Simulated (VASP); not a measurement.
# SnO2 in VASP: a series of runs, part 2 of 2

VASP 6.6.1. Earlier steps stand in the parts before.

**3. Electric field gradients, PBE (equal xy, yz and zx shear strains of -1 %)**

Contents of INCAR:

```
SYSTEM = SnO2
PREC = Accurate
ENCUT = 520
EDIFF = 1E-8
ISMEAR = -1
SIGMA = 0.03
LREAL = .False.
LASPH = .True.
NELM = 100
ALGO = Normal
ISIF = 2
LWAVE = .False.
LCHARG = .False.
GGA = PE
LEFG = .True.
NBANDS = 35
```

Contents of KPOINTS:

```
regular mesh
0
Gamma
  4 4 6
  0 0 0
```

Contents of POSCAR:

```
SnO2
1.0
    4.7373500000     -0.0236867500     -0.0236867500
   -0.0236867500      4.7373500000     -0.0236867500
   -0.0159320000     -0.0159320000      3.1864000000
Sn O
2 4
Direct
    0.0000000000      0.0000000000      0.0000000000
    0.5000000000      0.5000000000      0.5000000000
    0.3056200000      0.3056200000      0.0000000000
    0.1943800000      0.8056200000      0.5000000000
    0.6943800000      0.6943800000      0.0000000000
    0.8056200000      0.1943800000      0.5000000000
```

Potentials or basis: VASP PAW PBE potentials, release 64 (Sn_d, O).

Run with:

```bash
$ cat potpaw_PBE.64/Sn_d/POTCAR potpaw_PBE.64/O/POTCAR > POTCAR
$ mpirun -np 1 vasp_std > vasp.out
```

OUTCAR:

```text
SYSTEM = SnO2
   PREC = Accurate
   ENCUT = 520
   EDIFF = 1E-8
   ISMEAR = -1
   LREAL = .False.
   LASPH = .True.
   NELM = 100
   ISIF = 2
   GGA = PE

 ion  position               nearest neighbor table
   1  0.000  0.000  0.000-   3 2.04   5 2.04   4 2.06   6 2.06   4 2.06   6 2.06   2 3.67   2 3.67
                             2 3.71   2 3.71   2 3.72   2 3.72   2 3.72   2 3.72
   2  0.500  0.500  0.500-   5 2.04   3 2.04   6 2.06   4 2.06   3 2.07   5 2.07   1 3.67   1 3.67
                             1 3.71   1 3.71   1 3.72   1 3.72   1 3.72   1 3.72
   3  0.306  0.306  0.000-   1 2.04   2 2.04   2 2.07
   4  0.194  0.806  0.500-   2 2.06   1 2.06   1 2.06
   5  0.694  0.694  0.000-   1 2.04   2 2.04   2 2.07
   6  0.806  0.194  0.500-   2 2.06   1 2.06   1 2.06

  LATTYP: Found a base centered monoclinic cell.
 ALAT       =     9.1569377437
 B/A-ratio  =     0.7353028852
 C/A-ratio  =     0.3479852925
 COS(beta)  =    -0.6856496925

  Lattice vectors:

 A1 = (  -4.7214180000,   0.0396187500,  -3.1627132500)
 A2 = (   0.0396187500,  -4.7214180000,  -3.1627132500)
 A3 = (  -0.0159320000,  -0.0159320000,   3.1864000000)

Analysis of symmetry for initial positions (statically):
=====================================================================
 Subroutine PRICEL returns:
 Original cell was already a primitive cell.

 Routine SETGRP: Setting up the symmetry group for a
 base centered monoclinic supercell.

 Subroutine GETGRP returns: Found  4 space group operations
 (whereof  4 operations were pure point group operations)
 out of a pool of  4 trial point group operations.

The static configuration has the point symmetry C_2h.

Analysis of symmetry for dynamics (positions and initial velocities):
=====================================================================
 Subroutine PRICEL returns:
 Original cell was already a primitive cell.

 Routine SETGRP: Setting up the symmetry group for a
 base centered monoclinic supercell.

 Subroutine GETGRP returns: Found  4 space group operations
 (whereof  4 operations were pure point group operations)
 out of a pool of  4 trial point group operations.

The dynamic configuration has the point symmetry C_2h.

 Subroutine INISYM returns: Found  4 space group operations
 (whereof  4 operations are pure point group operations),
 and found     1 'primitive' translations

----------------------------------------------------------------------------------------

                                     Primitive cell

  volume of cell :      71.5054

  direct lattice vectors                    reciprocal lattice vectors
     4.737350000 -0.023686750 -0.023686750     0.211099086  0.001060799  0.001060799
    -0.023686750  4.737350000 -0.023686750     0.001060799  0.211099086  0.001060799
    -0.015932000 -0.015932000  3.186400000     0.001577133  0.001577133  0.313849565

  length of vectors
     4.737468432  4.737468432  3.186479659     0.211104416  0.211104416  0.313857490

  position of ions in fractional coordinates (direct lattice)
     0.000000000  0.000000000  0.000000000
     0.500000000  0.500000000  0.500000000
     0.305620000  0.305620000  0.000000000
     0.194380000  0.805620000  0.500000000
[... 104 lines left out ...]
  volume/ion in A,a.u.               =      11.92        80.42
  Fermi-wavevector in a.u.,A,eV,Ry     =   1.472187  2.782031 29.488393  2.167336
  Thomas-Fermi vector in A             =   2.587232
   LORBIT       =      0    0 simple, 1 ext, 2 COOP (PROOUT), +10 PAW based schemes
   GGA     = PE    functional components
   LHFCALC =     F    Hartree Fock is set to
   AEXX    =    0.0000 exact exchange contribution
   IVDW    =     0    specifies the selected vdW correction
   LEPSILON=     F    determine dielectric tensor
   LRPA    =     F    only Hartree local field effects (RPA)
 non-spin polarized calculation
  energy-cutoff  :      520.00
  volume of cell :       71.51
 maximum number of plane-waves:      1952
   NGX = 17   NGY = 17   NGZ = 11

 number of electron      51.9999990 magnetization

 Free energy of the ion-electron system (eV)
  ---------------------------------------------------
  ext. energy  EPLUGINS =         0.00000000
  ---------------------------------------------------
  free energy    TOTEN  =       -37.15309200 eV

  energy without entropy =      -37.15309200  energy(sigma->0) =      -37.15309200

 E-fermi :   6.7909     XC(G=0): -11.2619

 val. band max:        6.1552502350   @ k =   0.0000   0.0000   0.0000
 cond. band min:       7.3982878365   @ k =   0.0000   0.0000   0.0000
 fundamental gap:      1.2430376016
 Fermi energy:         6.7908825300

 k-point     1 :       0.0000    0.0000    0.0000
  band No.  band energies     occupation
      1     -14.9685      2.00000
      2     -14.1643      2.00000
      3     -13.9097      2.00000
      4     -13.9077      2.00000
      5     -13.8514      2.00000
      6     -13.8124      2.00000
[... 901 lines left out ...]
     34      18.3042      0.00000
     35      18.7620      0.00000

 [... further k-points ...]
[... 5 lines left out ...]
  --------------------------------------------------------------------------------------
  -------------------------------------------------------------------------------------
  Total        4.7791987      4.7791987      5.9491115      0.9665004      0.5372564      0.5372564
  in kB      107.0846236    107.0846236    133.2981549     21.6557921     12.0379794     12.0379804
  external PRESSURE =     115.8224674 kB  Pullay stress =       0.0000000 kB

 VOLUME and BASIS-vectors are now :
 -----------------------------------------------------------------------------
  energy-cutoff  :      520.00
  volume of cell :       71.51
      direct lattice vectors                 reciprocal lattice vectors
     4.737350000 -0.023686750 -0.023686750     0.211099086  0.001060799  0.001060799
    -0.023686750  4.737350000 -0.023686750     0.001060799  0.211099086  0.001060799
    -0.015932000 -0.015932000  3.186400000     0.001577133  0.001577133  0.313849565

 POSITION                                       TOTAL-FORCE (eV/Angst)
 -----------------------------------------------------------------------------------
      0.00000      0.00000      0.00000         0.000000     -0.000000      0.000000
      2.34887      2.34887      1.56951         0.000000      0.000000      0.000000
      1.44059      1.44059     -0.01448        -0.011455     -0.011455     -0.132696
      0.89380      3.80393      1.56951         0.062289     -0.062289     -0.000000
      3.27307      3.27307     -0.03290         0.011455      0.011455      0.132696
      3.80393      0.89380      1.56951        -0.062289      0.062289     -0.000000
 -----------------------------------------------------------------------------------
    total drift:                                0.000000      0.000000      0.000000

  FREE ENERGIE OF THE ION-ELECTRON SYSTEM (eV)
  ---------------------------------------------------
  free  energy   TOTEN  =       -37.1530919990 eV

  energy  without entropy=      -37.1530919990  energy(sigma->0) =      -37.15309200

 Electric field gradients (V/A^2)
---------------------------------------------------------------------
 ion       V_xx      V_yy      V_zz      V_xy      V_xz      V_yz
---------------------------------------------------------------------
   1      20.964    20.964   -41.928   -39.007     2.532     2.532
   2      28.470    28.470   -56.940    24.130   -17.173   -17.173
   3     -23.659   -23.659    47.319    82.533     0.178     0.178
   4     -22.510   -22.510    45.019   -83.609    -1.941    -1.941
   5     -23.659   -23.659    47.319    82.533     0.178     0.178
   6     -22.510   -22.510    45.019   -83.609    -1.941    -1.941
---------------------------------------------------------------------

 Electric field gradients after diagonalization (V/A^2)
 (convention: |V_zz| > |V_xx| > |V_yy|)
----------------------------------------------------------------------
 ion       V_xx      V_yy      V_zz     asymmetry (V_yy - V_xx)/ V_zz
----------------------------------------------------------------------
   1     -42.453   -17.518    59.971       0.416
   2      57.743     4.341   -62.084       0.860
   3      58.879    47.314  -106.192       0.109
   4      61.099    45.069  -106.168       0.151
   5      58.879    47.314  -106.192       0.109
   6      61.099    45.069  -106.168       0.151
----------------------------------------------------------------------

           NMR quadrupolar parameters

 Cq : quadrupolar parameter    Cq=e*Q*V_zz/h
 eta: asymmetry parameters     (V_yy - V_xx)/ V_zz
 Q  : nuclear electric quadrupole moment in mb (millibarn)
----------------------------------------------------------------------
 ion       Cq(MHz)       eta       Q (mb)
----------------------------------------------------------------------
   1       0.145       0.416       1.000
   2      -0.150       0.860       1.000
   3      -0.257       0.109       1.000
   4      -0.257       0.151       1.000
   5      -0.257       0.109       1.000
   6      -0.257       0.151       1.000
----------------------------------------------------------------------
```

OSZICAR:

```text
N       E                     dE             d eps       ncg     rms          rms(c)
DAV:   1     0.644894695096E+03    0.64489E+03   -0.25732E+04  2671   0.234E+03
DAV:   2     0.580911356190E+02   -0.58680E+03   -0.55069E+03  2604   0.621E+02
DAV:   3    -0.383267910967E+02   -0.96418E+02   -0.94961E+02  2594   0.209E+02
DAV:   4    -0.432780221441E+02   -0.49512E+01   -0.49156E+01  2982   0.511E+01
DAV:   5    -0.434068621939E+02   -0.12884E+00   -0.12864E+00  2943   0.870E+00    0.161E+01
DAV:   6    -0.370634932639E+02    0.63434E+01   -0.17546E+01  3740   0.639E+01    0.628E+00
DAV:   7    -0.371810283990E+02   -0.11754E+00   -0.20460E+00  2777   0.795E+00    0.324E+00
DAV:   8    -0.371590599750E+02    0.21968E-01   -0.16189E-01  3414   0.423E+00    0.754E-01
DAV:   9    -0.371523063995E+02    0.67536E-02   -0.34009E-02  3900   0.300E+00    0.130E-01
DAV:  10    -0.371529545216E+02   -0.64812E-03   -0.37649E-03  2908   0.436E-01    0.678E-02
DAV:  11    -0.371530933541E+02   -0.13883E-03   -0.21544E-04  3191   0.108E-01    0.131E-02
DAV:  12    -0.371530926831E+02    0.67102E-06   -0.13249E-05  3067   0.311E-02    0.738E-03
DAV:  13    -0.371530921608E+02    0.52225E-06   -0.32906E-06  3236   0.347E-02    0.162E-03
DAV:  14    -0.371530920825E+02    0.78297E-07   -0.57643E-07  3400   0.513E-03    0.140E-03
DAV:  15    -0.371530919946E+02    0.87881E-07   -0.54405E-08  2962   0.438E-03    0.352E-04
DAV:  16    -0.371530919990E+02   -0.43619E-08   -0.54288E-09  1726   0.802E-04
   1 F= -.37153092E+02 E0= -.37153092E+02  d E =-.301132E-10
```

stdout:

```text
POSCAR found type information on POSCAR SnO
 POSCAR found :  2 types and       6 ions
 scaLAPACK will be used
 LDA part: xc-table for (Slater+PW92), standard interpolation
 POSCAR, INCAR and KPOINTS ok, starting setup
 FFT: planning ... GRIDC
 FFT: planning ... GRID_SOFT
 FFT: planning ... GRID
 WAVECAR not read
 entering main loop
ion   1

ion   2

ion   3

ion   4

ion   5

ion   6
```

It took 2.6 min on 1 thread of AMD EPYC 7R13, shared host; peak memory 0.18 GiB.

Results:

| Quantity | Value |
| --- | --- |
| Free energy | -37.1531 eV |
| Pressure | 11.6 GPa |
| Largest force | 0.134 eV/Å |
| Band gap on the k mesh | 1.24 eV, direct |

Forces in eV/Å, atoms in the order of the input:
```
Sn   0.000  0.000  0.000
Sn   0.000  0.000  0.000
O   -0.011 -0.011 -0.133
O    0.062 -0.062  0.000
O    0.011  0.011  0.133
O   -0.062  0.062  0.000
```

Electric field gradients, principal values (V/Å²):
| atom | least | middle | greatest (by size) |
| --- | --- | --- | --- |
| 1 Sn | -17.518 | -42.453 | 59.971 |
| 2 Sn | 4.341 | 57.743 | -62.084 |
| 3 O | 47.314 | 58.879 | -106.192 |
| 4 O | 45.069 | 61.099 | -106.168 |
| 5 O | 47.314 | 58.879 | -106.192 |
| 6 O | 45.069 | 61.099 | -106.168 |

Caveat: the cell differs from its parent crystal (equal xy, yz and zx shear strains of -1 %); without QUAD_EFG the Cq values of the log hold for a quadrupole moment of 1 mb, not for the nuclei; spin-orbit coupling is left out, which moves the levels of the heavy elements.
